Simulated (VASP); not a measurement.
# Cu36B (a cell with a defect) in VASP: notebook, part 2 of 2

VASP 6.6.1.

## 4. Single point, PBE

Contents of INCAR:

```
PREC = Accurate
ENCUT = 520
EDIFF = 1E-6
ISMEAR = 1
SIGMA = 0.1
LREAL = Auto
LASPH = True
NELM = 100
ALGO = Normal
ISIF = 2
LWAVE = False
LCHARG = True
GGA = PE
LELF = True
LVHAR = True
NBANDS = 224
```

Contents of KPOINTS:

```
Automatic mesh
0
Gamma
  1 1 1
```

Contents of POSCAR:

```
Cu36B
1.0
    0.0000000000      5.4455251000      5.4455251000
    5.4455251000      0.0000000000      5.4455251000
    7.2607001300      7.2607001300      0.0000000000
Cu B
36 1
Direct
    0.0007758664     -0.0000157928      0.0002134780
    0.0015937857      0.0009011069      0.2508409613
    0.0003014402     -0.0002812401      0.4989074656
    0.0011998843      0.0005343837      0.7495082985
    0.0094930239      0.3315745437     -0.0055017422
    0.0045146243      0.3353721572      0.2465145878
   -0.0011259704      0.3326649803      0.5003062287
   -0.0026678786      0.3329363040      0.7544359224
    0.0046226029      0.6675711586     -0.0047227539
    0.0030368972      0.6678930743      0.2494315242
   -0.0024844252      0.6651472417      0.5032123534
   -0.0075267305      0.6689646881      0.7552146352
    0.3323546337      0.0087125666     -0.0055080776
    0.3363500244      0.0035018661      0.2464789164
    0.3332202986     -0.0016803705      0.5002774436
    0.3335876645     -0.0032865517      0.7543959814
    0.3338874519      0.3330541071     -0.0007888358
    0.3366186853      0.3357644059      0.2478899373
    0.3201754593      0.3196941467      0.5113606723
    0.3351295727      0.3344991468      0.7487282773
    0.3347796524      0.6667480056     -0.0021558527
    0.3284538161      0.6854366533      0.2360238640
    0.3156141912      0.6728998458      0.5136169974
    0.3344270693      0.6665516976      0.7517951303
    0.6684180925      0.0037573052     -0.0047014061
    0.6687056681      0.0022276089      0.2494470874
    0.6656583954     -0.0029513224      0.5031881822
    0.6695946549     -0.0080665315      0.7551182946
    0.6675250657      0.3339579685     -0.0020862313
    0.6862749563      0.3278288994      0.2360846019
    0.6734816997      0.3152918164      0.5135017882
    0.6671797363      0.3337612015      0.7518190949
    0.6668155840      0.6661350253      0.0008887573
    0.6817663002      0.6806648453      0.2384628850
    0.6653364797      0.6648017287      0.5018429951
    0.6680999414      0.6674702500      0.7504553146
    0.5007279280      0.5003683667      0.3748848529
```

Potentials or basis: VASP PAW PBE potentials, release 64 (Cu, B).

Command:

```
$ cat potpaw_PBE.64/Cu/POTCAR potpaw_PBE.64/B/POTCAR > POTCAR
$ mpirun -np 1 vasp_gam > vasp.out
```

OUTCAR:

```text
PREC = Accurate
   ENCUT = 520
   EDIFF = 1E-6
   ISMEAR = 1
   LREAL = Auto
   LASPH = True
   NELM = 100
   ISIF = 2
   GGA = PE

 ion  position               nearest neighbor table
   1  0.001  1.000  0.000-  16 2.54   8 2.54  26 2.56  10 2.56  13 2.56   5 2.56  29 2.57  21 2.57
                             4 2.57  25 2.57   9 2.57   2 2.58
   2  0.002  0.001  0.251-  30 2.48  22 2.48   3 2.54   6 2.57  26 2.57  14 2.57  10 2.57   1 2.58
                            11 2.59  27 2.59   5 2.59  13 2.59
   3  0.000  1.000  0.499-  23 2.48  31 2.48   2 2.54  11 2.57  15 2.57  27 2.57   7 2.57   4 2.58
                             6 2.59  28 2.59  14 2.59  12 2.59
   4  0.001  0.001  0.750-  25 2.54   9 2.54  15 2.56   7 2.56  12 2.56  28 2.56  24 2.57  32 2.57
                            16 2.57   1 2.57   8 2.57   3 2.58
   5  0.009  0.332  0.994-  30 2.49  13 2.49   8 2.51  20 2.52  17 2.53  12 2.53   1 2.56   9 2.57
                             6 2.58   2 2.59  29 2.61  33 2.61
   6  0.005  0.335  0.247-  30 2.54  17 2.54  14 2.56   2 2.57  18 2.57   9 2.57  10 2.57   7 2.57
                            34 2.58   5 2.58   3 2.59  31 2.65
   7  0.999  0.333  0.500-  19 2.48  31 2.51   4 2.56  35 2.56   3 2.57  32 2.57  11 2.57   6 2.57
                            15 2.57  10 2.58  18 2.60   8 2.60
   8  0.997  0.333  0.754-  19 2.49   5 2.51  29 2.52   1 2.54  32 2.55  36 2.56  11 2.57   4 2.57
                            12 2.57  20 2.58  16 2.59   7 2.60
[... 511 lines left out ...]
 [bands above 211 left out]

------------------------ aborting loop because EDIFF is reached ----------------------------------------

  FORCE on cell =-STRESS in cart. coord.  units (eV):
  Direction    XX          YY          ZZ          XY          YZ          ZX
  --------------------------------------------------------------------------------------
  -------------------------------------------------------------------------------------
  Total        4.2565058      4.2201243      0.3776290     13.8974036     -3.6551741     -3.7344118
  in kB       15.8371046     15.7017409      1.4050373     51.7078201    -13.5997408    -13.8945591
  external PRESSURE =      10.9812943 kB  Pullay stress =       0.0000000 kB

 VOLUME and BASIS-vectors are now :
 -----------------------------------------------------------------------------
  energy-cutoff  :      520.00
  volume of cell :      430.61
      direct lattice vectors                 reciprocal lattice vectors
     0.000000000  5.445525100  5.445525100    -0.091818510  0.091818510  0.091818510
     5.445525100  0.000000000  5.445525100     0.091818510 -0.091818510  0.091818510
     7.260700130  7.260700130  0.000000000     0.068863882  0.068863882 -0.068863882

 POSITION                                       TOTAL-FORCE (eV/Angst)
 -----------------------------------------------------------------------------------
      5.44699      0.00577      5.44966        -0.001452     -0.001310      0.000848
      1.82619      1.82996      0.01359         0.001522      0.001885      0.004407
      9.06641      3.62406      5.44564        -0.002814     -0.002987     -0.003718
      5.44487      5.44849      0.00944         0.001862      0.001534     -0.001150
      9.02635      7.27245      1.85729        -0.002331     -0.003538      0.004122
      3.61615      1.81445      1.85086         0.004661     -0.001164     -0.006866
[... 29 lines left out ...]
      9.08356      9.08699      7.27288         0.006348      0.006346      0.000521
      5.44670      5.44865      5.45150        -0.005639      0.001030      0.001939
 -----------------------------------------------------------------------------------
    total drift:                                0.000656      0.000982     -0.000345

  FREE ENERGIE OF THE ION-ELECTRON SYSTEM (eV)
  ---------------------------------------------------
  free  energy   TOTEN  =      -146.0071123198 eV

  energy  without entropy=     -145.9763780255  energy(sigma->0) =     -145.99686756
```

stdout:

```text
POSCAR found type information on POSCAR CuB
 POSCAR found :  2 types and      37 ions
 scaLAPACK will be used
 LDA part: xc-table for (Slater+PW92), standard interpolation
 POSCAR, INCAR and KPOINTS ok, starting setup
 FFT: planning ... GRIDC
 FFT: planning ... GRID_SOFT
 FFT: planning ... GRID
 WAVECAR not read
 entering main loop
```

Wall time 4.6 min (1 thread of Intel Xeon Platinum 8488C (Sapphire Rapids), shared host); peak memory 0.61 GiB.

Results:

```yaml
Free_energy: -146.0071 eV
Pressure: 1.1 GPa
Largest_force: 0.024 eV/Å
```

Forces on the atoms (eV/Å):
```
Cu  -0.001 -0.001  0.001
Cu   0.002  0.002  0.004
Cu  -0.003 -0.003 -0.004
Cu   0.002  0.002 -0.001
Cu  -0.002 -0.004  0.004
Cu   0.005 -0.001 -0.007
Cu   0.000 -0.002  0.002
Cu   0.006  0.009  0.001
Cu  -0.004 -0.008 -0.002
Cu   0.000  0.001 -0.001
Cu  -0.006  0.000  0.007
Cu   0.003  0.003 -0.005
Cu  -0.004 -0.003  0.005
Cu   0.001  0.004 -0.008
Cu  -0.002  0.001  0.001
Cu   0.009  0.006  0.001
Cu  -0.005 -0.005  0.000
Cu   0.007  0.006  0.009
Cu   0.003  0.003 -0.016
Cu   0.006  0.007 -0.002
Cu  -0.004  0.003  0.005
Cu   0.003 -0.024  0.000
Cu   0.022  0.000  0.000
Cu  -0.003  0.004 -0.004
Cu  -0.007 -0.005 -0.002
Cu   0.002 -0.001  0.000
Cu   0.000 -0.004  0.007
Cu   0.004  0.004 -0.006
Cu   0.004 -0.004  0.005
Cu  -0.022  0.000 -0.001
Cu  -0.002  0.023 -0.002
Cu   0.005 -0.003 -0.004
Cu  -0.006 -0.006  0.001
Cu  -0.003 -0.006  0.017
Cu  -0.007 -0.007 -0.008
Cu   0.006  0.006  0.001
B   -0.006  0.001  0.002
```

Stress tensor (GPa, compression positive):
```
 1.58  5.17 -1.39
 5.17  1.57 -1.36
-1.39 -1.36  0.14
```

Levels at points of the mesh, in eV from the Fermi level:
```tsv
k point	band 198	band 199	band 200	band 201	band 202	band 203
(0.00, 0.00, 0.00)	-0.85	-0.06	-0.01	0.39	0.48	0.62
```

Caveat: the k points lie up to 1.00 Å⁻¹ apart.

## 5. Single point, PBE

Contents of INCAR:

```
SYSTEM = Cu36B
PREC = Accurate
ENCUT = 520
EDIFF = 1E-6
ISMEAR = 1
SIGMA = 0.1
LREAL = Auto
LASPH = .True.
NELM = 60
ALGO = Normal
ISIF = 2
LWAVE = .False.
LCHARG = .False.
GGA = PE
NBANDS = 224
```

Contents of KPOINTS:

```
regular mesh
0
Gamma
  1 1 1
  0 0 0
```

Contents of POSCAR:

```
Cu36B
1.0
    0.0000000000      5.4455251000      5.4455251000
    5.4455251000      0.0000000000      5.4455251000
    7.2607001300      7.2607001300      0.0000000000
Cu B
36 1
Direct
    0.0026296821     -0.0009077178     -0.0021055821
   -0.0039128458      0.0179157195      0.2362358270
   -0.0168747730      0.0051534057      0.5135791223
    0.0021614995     -0.0013500076      0.7517810132
    0.0003221912      0.3408307676     -0.0054462379
    0.0041360566      0.3356622119      0.2466149225
    0.0009489443      0.3303972467      0.5003317084
    0.0015854302      0.3288669994      0.7542723707
    0.0017760454      0.6652643103     -0.0006775517
    0.0045863346      0.6680885559      0.2479784274
   -0.0116009933      0.6517991259      0.5113179767
    0.0029103713      0.6666564626      0.7488430045
    0.3346092372     -0.0017373898      0.0009204347
    0.3496600355      0.0128043667      0.2383313550
    0.3330745827     -0.0033500902      0.5017532655
    0.3359365656     -0.0005209782      0.7503754325
    0.3362168875      0.3358938700     -0.0046330931
    0.3367689922      0.3343877710      0.2494244312
    0.3336809521      0.3287910655      0.5031476214
    0.3373928990      0.3239613201      0.7550699522
    0.3356128135      0.6661504508     -0.0020133045
    0.3543325877      0.6597227878      0.2364544699
    0.3414562353      0.6468370699      0.5134575775
    0.3350693398      0.6656448062      0.7517892768
    0.6724920798     -0.0003580004     -0.0046565069
    0.6708875513      0.0002804137      0.2493931670
    0.6653986408     -0.0028068918      0.5031142913
    0.6603571619      0.0009748371      0.7551370256
    0.6687022708      0.3321622739      0.0002054898
    0.6696656306      0.3331930285      0.2507806365
    0.6680289657      0.3316200856      0.4988883214
    0.6690986513      0.3325764672      0.7494433598
    0.6772088885      0.6638625171     -0.0053474182
    0.6724597597      0.6674995401      0.2466076918
    0.6668324787      0.6645472996      0.5003083635
    0.6653441924      0.6651001388      0.7543147909
    0.1686304779      0.8327317232      0.3748994520
```

Potentials or basis: VASP PAW PBE potentials, release 64 (Cu, B).

Command:

```
$ cat potpaw_PBE.64/Cu/POTCAR potpaw_PBE.64/B/POTCAR > POTCAR
$ mpirun -np 1 vasp_gam > vasp.out
```

OUTCAR:

```text
SYSTEM = Cu36B
   PREC = Accurate
   ENCUT = 520
   EDIFF = 1E-6
   ISMEAR = 1
   LREAL = Auto
   LASPH = .True.
   NELM = 60
   ISIF = 2
   GGA = PE

 ion  position               nearest neighbor table
   1  0.003  0.999  0.998-   2 2.50   8 2.52   4 2.53  25 2.55  16 2.55  10 2.56  21 2.56   9 2.57
                            29 2.57  26 2.57  13 2.57   5 2.61
   2  0.996  0.018  0.236-  37 1.95  30 2.47   5 2.48   1 2.50  26 2.51  13 2.52   6 2.53  10 2.60
                            27 2.65  14 2.71   3 2.75  22 2.76
   3  0.983  0.005  0.514-  37 1.95  31 2.47  28 2.48   4 2.50   7 2.51  12 2.52  27 2.53  15 2.61
                             6 2.65  11 2.71   2 2.75  23 2.76
   4  0.002  0.999  0.752-   3 2.50  25 2.52   1 2.53   8 2.55   9 2.55  15 2.56  24 2.56  16 2.57
                            32 2.57   7 2.57  12 2.57  28 2.61
   5  0.000  0.341  0.995-   2 2.48  33 2.49   8 2.51  12 2.52   9 2.53  20 2.53  29 2.56  17 2.57
                             6 2.58  30 2.59   1 2.61  13 2.61
   6  0.004  0.336  0.247-   2 2.53   9 2.54  34 2.55  30 2.56  17 2.57  10 2.57  18 2.57   7 2.57
                            14 2.58   5 2.58  31 2.59   3 2.65
   7  0.001  0.330  0.500-  11 2.49   3 2.51  32 2.56  15 2.56  31 2.57   4 2.57  19 2.57   6 2.57
                            35 2.57  18 2.58  10 2.60   8 2.60
   8  0.002  0.329  0.754-  11 2.49   5 2.51   1 2.52  29 2.54   4 2.55  16 2.56  19 2.57  32 2.57
                            20 2.57  12 2.58  36 2.59   7 2.60
   9  0.002  0.665  0.999-   5 2.53  33 2.53  34 2.54   6 2.54  24 2.55   4 2.55  25 2.56  17 2.56
[... 40 lines left out ...]
                            17 2.57  25 2.57  32 2.57  30 2.58
  30  0.670  0.333  0.251-   2 2.47  22 2.47  31 2.54  34 2.56   6 2.56  18 2.57  26 2.57  29 2.58
                            33 2.59   5 2.59  27 2.59  19 2.59
  31  0.668  0.332  0.499-   3 2.47  23 2.47  30 2.54  19 2.56  27 2.56   7 2.57  35 2.57  32 2.58
                            34 2.59  20 2.59  28 2.59   6 2.59
  32  0.669  0.333  0.749-  17 2.54  25 2.54   7 2.56  35 2.56  28 2.56  20 2.56   4 2.57  24 2.57
                             8 2.57  36 2.57  29 2.57  31 2.58
  33  0.677  0.664  0.995-  22 2.48   5 2.49  36 2.51  12 2.52   9 2.53  28 2.53  29 2.56  25 2.57
                            34 2.58  30 2.59  21 2.61  13 2.61
  34  0.672  0.667  0.247-  22 2.53   9 2.54   6 2.55  30 2.56  10 2.57  25 2.57  26 2.57  35 2.57
                            14 2.58  33 2.58  31 2.59  23 2.65
  35  0.667  0.665  0.500-  11 2.49  23 2.51  32 2.56  15 2.56  31 2.57  24 2.57  27 2.57  34 2.57
                             7 2.57  26 2.58  10 2.60  36 2.60
[... 225 lines left out ...]
   NGX = 29   NGY = 29   NGZ = 39

 number of electron     398.9999999 magnetization

 Free energy of the ion-electron system (eV)
  ---------------------------------------------------
  ext. energy  EPLUGINS =         0.00000000
  ---------------------------------------------------
  free energy    TOTEN  =      -146.00691366 eV

  energy without entropy =     -145.97552583  energy(sigma->0) =     -145.99645105

 E-fermi :   8.0212     XC(G=0): -12.7291

 val. band max:        8.0134684807   @ k =   0.0000   0.0000   0.0000
 cond. band min:       8.4120803154   @ k =   0.0000   0.0000   0.0000
 fundamental gap:      0.3986118347
 Fermi energy:         8.0211932793

 k-point     1 :       0.0000    0.0000    0.0000
  band No.  band energies     occupation
      1      -2.4643      2.00000
      2      -0.8671      2.00000
      3       0.1889      2.00000
      4       0.6842      2.00000
      5       1.0270      2.00000
      6       1.0840      2.00000
[... 203 lines left out ...]
    210      10.5222      0.00000
    211      10.7106      0.00000
 [bands above 211 left out]

------------------------ aborting loop because EDIFF is reached ----------------------------------------

  FORCE on cell =-STRESS in cart. coord.  units (eV):
  Direction    XX          YY          ZZ          XY          YZ          ZX
  --------------------------------------------------------------------------------------
  -------------------------------------------------------------------------------------
  Total        4.2108804      4.2019653      0.3595097     13.8318926     -3.6957003     -3.7194782
  in kB       15.6673471     15.6341767      1.3376212     51.4640745    -13.7505255    -13.8389958
  external PRESSURE =      10.8797150 kB  Pullay stress =       0.0000000 kB

 VOLUME and BASIS-vectors are now :
 -----------------------------------------------------------------------------
  energy-cutoff  :      520.00
  volume of cell :      430.61
      direct lattice vectors                 reciprocal lattice vectors
     0.000000000  5.445525100  5.445525100    -0.091818510  0.091818510  0.091818510
     5.445525100  0.000000000  5.445525100     0.091818510 -0.091818510  0.091818510
     7.260700130  7.260700130  0.000000000     0.068863882  0.068863882 -0.068863882

 POSITION                                       TOTAL-FORCE (eV/Angst)
 -----------------------------------------------------------------------------------
     12.68599      7.25973      5.45490        -0.009341      0.003451      0.001734
      1.81280      7.13946      5.52178        -0.013878     -0.023882      0.000989
      3.75701      9.08258      5.38170         0.024227      0.013989      0.001723
     10.89663      5.47023      5.44994        -0.002217      0.010630     -0.001951
      9.07716      7.22291      1.85776        -0.004697     -0.009835      0.007994
      3.61845      1.81312      1.85038         0.001318      0.007018      0.005355
[... 29 lines left out ...]
      9.09867      9.10000      7.24497         0.007071      0.008392     -0.007688
      7.25669      3.64031      5.45294        -0.005409      0.006080      0.000776
 -----------------------------------------------------------------------------------
    total drift:                               -0.004147      0.007156     -0.000624

  FREE ENERGIE OF THE ION-ELECTRON SYSTEM (eV)
  ---------------------------------------------------
  free  energy   TOTEN  =      -146.0069136629 eV

  energy  without entropy=     -145.9755258258  energy(sigma->0) =     -145.99645105
```

OSZICAR:

```text
N       E                     dE             d eps       ncg     rms          rms(c)
DAV:   1     0.592219717151E+04    0.59222E+04   -0.18081E+05   472   0.367E+03
DAV:   2     0.117952718047E+04   -0.47427E+04   -0.46357E+04   448   0.950E+02
DAV:   3    -0.248433499163E+02   -0.12044E+04   -0.11536E+04   448   0.372E+02
[... 13 lines left out ...]
DAV:  17    -0.146006946269E+03   -0.26804E-04   -0.33139E-04   552   0.126E-01    0.388E-02
DAV:  18    -0.146006924789E+03    0.21480E-04   -0.59683E-05   520   0.102E-01    0.253E-02
DAV:  19    -0.146006914009E+03    0.10780E-04   -0.43077E-05   568   0.600E-02    0.945E-03
DAV:  20    -0.146006913363E+03    0.64640E-06   -0.20470E-05   456   0.332E-02    0.338E-03
DAV:  21    -0.146006913663E+03   -0.30034E-06   -0.31595E-06   328   0.202E-02
   1 F= -.14600691E+03 E0= -.14599645E+03  d E =-.313878E-01
```

stdout:

```text
POSCAR found type information on POSCAR CuB
 POSCAR found :  2 types and      37 ions
 scaLAPACK will be used
 LDA part: xc-table for (Slater+PW92), standard interpolation
 POSCAR, INCAR and KPOINTS ok, starting setup
 FFT: planning ... GRIDC
 FFT: planning ... GRID_SOFT
 FFT: planning ... GRID
 WAVECAR not read
 entering main loop
```

Run time: 5.3 min. Hardware: 1 thread of Intel Xeon Platinum 8488C (Sapphire Rapids), shared host; peak memory 0.61 GiB.

Results:

```yaml
Free_energy: -146.0069 eV
Pressure: 1.1 GPa
Largest_force: 0.031 eV/Å
```

Forces in eV/Å, atoms in the order of the input:
```
Cu  -0.009  0.003  0.002
Cu  -0.014 -0.024  0.001
Cu   0.024  0.014  0.002
Cu  -0.002  0.011 -0.002
Cu  -0.005 -0.010  0.008
Cu   0.001  0.007  0.005
Cu  -0.005  0.003  0.009
Cu   0.012  0.008 -0.007
Cu  -0.007 -0.003  0.003
Cu   0.002  0.004  0.006
Cu  -0.001 -0.004 -0.030
Cu   0.002  0.006  0.000
Cu  -0.005 -0.002  0.000
Cu   0.003 -0.002  0.029
Cu  -0.006 -0.004 -0.006
Cu   0.006  0.009 -0.004
Cu  -0.008 -0.007  0.005
Cu   0.002 -0.007 -0.008
Cu   0.000 -0.009  0.001
Cu   0.007  0.012 -0.007
Cu   0.001 -0.011  0.000
Cu  -0.025 -0.018  0.001
Cu   0.014  0.021  0.002
Cu   0.011 -0.001  0.000
Cu  -0.005 -0.010  0.004
Cu  -0.005  0.003 -0.008
Cu  -0.008  0.000 -0.003
Cu   0.012  0.005 -0.010
Cu  -0.004 -0.005  0.005
Cu  -0.002 -0.005 -0.003
Cu   0.005  0.002  0.004
Cu   0.006  0.004 -0.005
Cu  -0.011 -0.005  0.007
Cu   0.008  0.000  0.001
Cu   0.005 -0.003  0.007
Cu   0.007  0.008 -0.008
B   -0.005  0.006  0.001
```

Levels at points of the mesh, in eV from the Fermi level:
| k point | band 197 | band 198 | band 199 | band 200 | band 201 | band 202 | band 203 | band 204 |
| --- | --- | --- | --- | --- | --- | --- | --- | --- |
| (0.00, 0.00, 0.00) | -1.00 | -0.85 | -0.06 | -0.01 | 0.39 | 0.48 | 0.63 | 0.68 |

Caveat: the k points lie up to 1.00 Å⁻¹ apart.
